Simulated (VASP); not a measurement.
## Ba: single point with PBE+D3(BJ)

Ba, a slab with vacuum:

```
Ba
1.0
     3.91000    0.00000    0.00000
    -1.95500    3.65000    0.00000
     0.00000    0.00000   20.00000
Ba
1
Direct
  0.00000 0.00000 0.50000
```

```json
{
  "Program": "VASP 6.6.1",
  "Task": "single point",
  "Functional": "PBE",
  "Dispersion": "D3(BJ)",
  "Potentials or basis": "VASP PAW PBE potentials, release 64 (Ba_sv)",
  "Cutoff": "520 eV",
  "k mesh": "10 × 9 × 1",
  "Occupations": "gaussian, width 0.05 eV",
  "Spin": "no spin polarisation",
  "Dipole correction": "yes",
  "Further INCAR settings": "ALGO = Normal; EDIFF = 1e-06; NBANDS = 11; ISYM = 0"
}
```

| Property | Result |
| --- | --- |
| Band gap on the k mesh | zero (bands 5 and 6 overlap by 0.70 eV) |
| Dispersion energy per atom | -0.080 eV |

Levels at points of the mesh, in eV from the Fermi level:
| k point | band 2 | band 3 | band 4 | band 5 | band 6 | band 7 | band 8 | band 9 |
| --- | --- | --- | --- | --- | --- | --- | --- | --- |
| (0.00, 0.00, 0.00) | -14.59 | -13.99 | -13.91 | -2.26 | 0.21 | 0.25 | 1.38 | 2.20 |
| (0.50, 0.00, 0.00) | -14.82 | -14.44 | -14.18 | -0.83 | -0.11 | 1.86 | 2.01 | 2.80 |

Wall time 5.8 min on 1 thread of Intel Xeon 8259CL, on a shared host, peak memory 0.46 GiB.

Caveat: spin-orbit coupling is left out, which moves the levels of the heavy elements.
